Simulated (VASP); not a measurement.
Input of a VASP 6.6.1 run:

File POSCAR:

```
Ba
1.0
   -2.5133422143      2.5133422143      2.5133422143
    2.5133422143     -2.5133422143      2.5133422143
    2.5133422143      2.5133422143     -2.5133422143
Ba
1
Direct
    0.0000000000      0.0000000000      0.0000000000
```

File INCAR.step1:

```
SYSTEM = Ba
PREC     = Accurate       ! precision mode
ENCUT    = 520            ! plane-wave cutoff, eV
ISMEAR   = 0              ! smearing method
SIGMA    = 0.05           ! smearing width, eV
LREAL    = .FALSE.        ! projectors in reciprocal space
LASPH    = .TRUE.         ! aspherical terms in the spheres
NELM     = 100            ! most SCF steps
NBANDS   = 11             ! bands
GGA      = PE             ! functional
ALGO     = Normal         ! electronic algorithm
EDIFF    = 1E-4           ! SCF threshold, eV
LWAVE    = .TRUE.         ! write WAVECAR
LCHARG   = .FALSE.        ! write CHGCAR
```

The input INCAR.step2:

```
SYSTEM = Ba
PREC     = Accurate       ! precision mode
ENCUT    = 520            ! plane-wave cutoff, eV
EDIFF    = 1E-6           ! SCF threshold, eV
ISMEAR   = 0              ! smearing method
SIGMA    = 0.05           ! smearing width, eV
LREAL    = .FALSE.        ! projectors in reciprocal space
LASPH    = .TRUE.         ! aspherical terms in the spheres
NELM     = 100            ! most SCF steps
ALGO     = Normal         ! electronic algorithm
ISIF     = 2              ! what is computed and relaxed
LWAVE    = .FALSE.        ! write WAVECAR
LCHARG   = .FALSE.        ! write CHGCAR
METAGGA  = R2SCAN         ! meta-GGA
LMIXTAU  = .TRUE.       
NBANDS   = 11             ! bands
ISTART   = 1
```

File KPOINTS:

```
regular mesh
0
G
  12 12 12
  0 0 0
```

Potentials or basis: VASP PAW PBE potentials, release 64 (Ba_sv).

Run with:

```console
$ cat potpaw_PBE.64/Ba_sv/POTCAR > POTCAR
$ cp INCAR.step1 INCAR
$ mpirun -np 1 vasp_std > vasp.out
$ cp INCAR.step2 INCAR
$ mpirun -np 1 vasp_std > vasp.out
```

(1) What does it give for the band gap on the k mesh?

(2) Estimate the pressure.

## Answers

(1) zero (band 5 reaches 2.26 eV, above the bottom of band 6 at 1.09 eV).

(2) 0.3 GPa.

Caveat: the PAW data sets were made with another functional, which shifts forces and pressure a little; spin-orbit coupling is left out, which moves the levels of the heavy elements.
